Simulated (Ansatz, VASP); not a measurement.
One calculation of CaO, two programs

```
CELL_PARAMETERS angstrom
0.00000 2.48574 2.37553
2.48574 0.00000 2.37553
2.48574 2.48574 0.00000
ATOMIC_POSITIONS crystal
Ca 0.00000 0.00000 0.00000
O 0.50000 0.50000 0.50000
```

Change from the starting cell: strain +0.015 along x and y, -0.030 along z, atoms carried along.

Alike in both runs: task single point; functional r2SCAN; k mesh 8 × 8 × 8; occupations gaussian, width 0.05 eV; no spin polarisation.

|  | VASP | Ansatz |
| --- | --- | --- |
| version | VASP 6.6.1 | Ansatz 0.2.0 |
| potentials or method | VASP PAW PBE potentials, release 64 (Ca_sv, O), cutoff 520 eV | scalar-relativistic, plane waves, PAW |
| valence electrons in the cell | 16 | 16 |

Ansatz gave:

| Property | Result |
| --- | --- |
| gap on the k mesh at the Fermi level (eV) | 4.05 |
| least direct gap on the mesh (eV) | 4.57 |
| pressure (GPa) | -6.0 |
| traceless stress, the component that is largest in VASP (GPa) | 3.93 |

Which values does VASP return?

gap on the k mesh at the Fermi level (eV): 4.03; least direct gap on the mesh (eV): 4.55; pressure (GPa): -5.1; traceless stress, the component that is largest in VASP (GPa): 4.26.

VASP's potentials were made for PBE, not for r2SCAN.
